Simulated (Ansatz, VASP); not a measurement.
**HfO2 in VASP and in Ansatz**

```
CELL_PARAMETERS angstrom
5.26728 0.00000 0.00490
0.00000 5.33685 0.00000
-0.90093 0.00000 5.37895
ATOMIC_POSITIONS crystal
Hf 0.27183 0.45083 0.71233
Hf 0.72817 0.95083 0.78767
Hf 0.72817 0.54917 0.28767
Hf 0.27183 0.04917 0.21233
O 0.46029 0.74081 0.96024
O 0.53971 0.24081 0.53976
O 0.53971 0.25919 0.03976
O 0.46029 0.75919 0.46024
O 0.06295 0.32207 0.35868
O 0.93705 0.82207 0.14132
O 0.93705 0.67793 0.64132
O 0.06295 0.17793 0.85868
```

Change from the starting cell: hydrostatic strain +3.0%.

Alike in both runs: task single point; functional r2SCAN; k mesh 6 × 6 × 6; no spin polarisation.

```csv
,VASP,Ansatz
version,VASP 6.6.1,Ansatz 0.2.0
potentials or method,"VASP PAW PBE potentials, release 64 (Hf_pv, O)","plane waves, PAW"
plane-wave cutoff (eV),520,500
occupations,"gaussian, width 0.01 eV",fixed
valence electrons in the cell,88,152
```

Ansatz gave:

- gap on the k mesh at the Fermi level (eV): 4.71
- pressure (GPa): -15.2
- traceless stress, the component that is largest in VASP (GPa): 1.66
- rms of the force components (eV/Å): 0.002

Task: What did VASP give for the same quantities?

Result: gap on the k mesh at the Fermi level (eV): 4.66; pressure (GPa): -18.1; traceless stress, the component that is largest in VASP (GPa): 1.73; rms of the force components (eV/Å): 0.045.

VASP's potentials were made for PBE, not for r2SCAN. Atom by atom the forces differ by 0.045 eV/Å (rms over components). VASP's potentials hold 88 valence electrons a cell and Ansatz's 152, so a difference there can come from the potentials and not from the codes.

Spin-orbit coupling is off throughout.
